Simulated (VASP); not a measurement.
Wanted: the native input for a VASP 6.6.1 run.

```yaml
Task: relaxation of cell and atoms
Functional: PBE
Dispersion: D3(BJ)
Potentials_or_basis: VASP PAW PBE potentials, release 64 (Se)
Cutoff: 600 eV
k_mesh: 9 × 9 × 6
Occupations: gaussian, width 0.02 eV
Spin: no spin polarisation
Dipole_correction: no
Further_INCAR_settings: ALGO = Normal; EDIFF = 1e-06; IBRION = 2; EDIFFG = -0.002; NSW = 100; ISIF = 3
```

The structure of Se lies in POSCAR:

```
Se
1.0
    4.5048207000      0.0000000000      0.0000000000
   -2.2524103500      3.9012891700      0.0000000000
    0.0000000000      0.0000000000      4.9787963200
Se
3
Direct
    0.2178929800      0.0000000000      0.3333333300
    0.0000000000      0.2178929800      0.6666666700
    0.7821070200      0.7821070200      0.0000000000
```

One way to write it, as run:

INCAR

```
PREC = Accurate
ENCUT = 600
EDIFF = 1E-6
ISMEAR = 0
SIGMA = 0.02
LREAL = F
LASPH = T
NELM = 80
ALGO = Normal
ISIF = 3
LWAVE = F
LCHARG = F
GGA = PE
IVDW = 12
IBRION = 2
NSW = 100
EDIFFG = -0.002
```

KPOINTS

```
Automatic mesh
0
Gamma
  9 9 6
```

Potentials or basis: VASP PAW PBE potentials, release 64 (Se).

Run with:

```sh
$ cat potpaw_PBE.64/Se/POTCAR > POTCAR
$ mpirun -np 1 vasp_std > vasp.out
```

It gave:

| Property | Result |
| --- | --- |
| Relaxed volume | 24.49 Å³/atom |
| Relaxed cell | a = 4.065 Å, b = 4.065 Å, c = 5.132 Å, α = 90.00°, β = 90.00°, γ = 120.00° |
| Space group after relaxing (to 0.1 Å) | P3_121 (No. 152) |
| Energy gained by relaxing | 40.1 meV/atom |
| Ionic steps | 22 |
| Pressure after relaxing | 0.0 GPa |
| Band gap on the k mesh | 0.52 eV |
| Dispersion energy per atom | -0.356 eV |

Caveat: the volume moved by over 15 % at a fixed basis, so the end points are rough.

It took 9 min on 1 thread of Intel(R) Xeon(R) Platinum 8259CL CPU @ 2.50GHz (Skylake/Cascade Lake), with other jobs on the host, peak memory 0.28 GiB.
